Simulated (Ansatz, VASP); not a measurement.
Two plane-wave programs on LuSeBr

```
Lu Se Br
1.0
     4.52369    0.00000    0.00000
    -2.26185    3.91763    0.00000
     0.00000    0.00000    5.53174
Lu Se Br
1 1 1
Direct
  0.66667 0.33333 0.50000
  0.00000 0.00000 0.00000
  0.33333 0.66667 0.50000
```

Change from the starting cell: species swapped into the BaGaSi type (P-6m2, No. 187).

Alike in both runs: task relaxation of cell and atoms; functional PBE; k mesh 12 × 12 × 8; occupations gaussian, width 0.1 eV; no spin polarisation.

|  | VASP | Ansatz |
| --- | --- | --- |
| version | VASP 6.6.1 | Ansatz 0.2.0 |
| potentials or method | VASP PAW PBE potentials, release 64 (Lu, Se, Br), cutoff 600 eV | scalar-relativistic, plane waves, PAW |
| valence electrons in the cell | 38 | 48 |

VASP gave:

* gap on the k mesh at the Fermi level, each at its own relaxed structure (eV): 0.10
* relaxed volume (Å³/atom): 24.89
* relaxed length of the cell vector where the two differ most in proportion (Å): 3.908

**Question.** What did Ansatz give for the same quantities?

**Answer.** gap on the k mesh at the Fermi level, each at its own relaxed structure (eV): 0.08; relaxed volume (Å³/atom): 24.88; relaxed length of the cell vector where the two differ most in proportion (Å): 3.912.

VASP's potentials hold 38 valence electrons a cell and Ansatz's 48, so a difference there can come from the potentials and not from the codes.

Spin-orbit coupling is off throughout. Noted on VASP's run: the volume moved by over 15 % at a fixed basis, so the end points are rough.
